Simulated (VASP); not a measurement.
Set up this calculation in VASP 6.6.1, as the native input.

| Quantity | Value |
| --- | --- |
| Task | single point |
| Functional | r2SCAN |
| Potentials or basis | VASP PAW PBE potentials, release 64 (Ta_pv) |
| Cutoff | 520 eV |
| k mesh | 12 × 12 × 15 |
| Occupations | gaussian, width 0.1 eV |
| Spin | no spin polarisation |
| Dipole correction | no |
| Further INCAR settings | ALGO = Normal; EDIFF = 1e-06; NBANDS = 12; ISYM = 0 |

The system is Ta.

```
Ta
1.0
     3.09459    0.00000    0.00000
    -1.54729    2.67999    0.00000
     1.54729    0.89333    2.31757
Ta
1
Direct
  0.00000 0.00000 0.00000
```

The input as run:

POSCAR

```
Ta
1.0
    3.0945867811      0.0000000000      0.0000000000
   -1.5472933906      2.6799907667      0.0000000000
    1.5472933906      0.8933302556      2.3175672233
Ta
1
Direct
    0.0000000000      0.0000000000      0.0000000000
```

INCAR.step1

```
SYSTEM = Ta
PREC = Accurate ; ENCUT = 520
ISMEAR = 0 ; SIGMA = 0.1
LREAL = .FALSE. ; LASPH = .TRUE.
NELM = 60 ; ISYM = 0
NBANDS = 12 ; GGA = PE
ALGO = Normal ; EDIFF = 1E-4
LWAVE = .TRUE. ; LCHARG = .FALSE.
```

INCAR.step2

```
SYSTEM = Ta
PREC = Accurate ; ENCUT = 520
EDIFF = 1E-6 ; ISMEAR = 0
SIGMA = 0.1 ; LREAL = .FALSE.
LASPH = .TRUE. ; NELM = 60
ALGO = Normal ; ISIF = 2
LWAVE = .FALSE. ; LCHARG = .FALSE.
METAGGA = R2SCAN ; LMIXTAU = .TRUE.
ISYM = 0 ; NBANDS = 12
ISTART = 1
```

KPOINTS

```
Automatic mesh
0
G
  12 12 15
  0 0 0
```

Potentials or basis: VASP PAW PBE potentials, release 64 (Ta_pv).

Command:

```sh
$ cat potpaw_PBE.64/Ta_pv/POTCAR > POTCAR
$ cp INCAR.step1 INCAR
$ mpirun -np 1 vasp_std > vasp.out
$ cp INCAR.step2 INCAR
$ mpirun -np 1 vasp_std > vasp.out
```

Results of the run:

```yaml
Pressure: -5.4 GPa
Band_gap_on_the_k_mesh: zero (an odd number of electrons rules out a gap without spin polarisation)
```

Caveat: the stress differs along the axes, from -9 to 2 GPa; the PAW data sets were made with another functional, which shifts forces and pressure a little; spin-orbit coupling is left out, which moves the levels of the heavy elements.

Run time: 3.5 min on 1 thread of Intel(R) Xeon(R) 6975P-C (Granite Rapids), with other jobs on the host, peak memory 0.34 GiB.
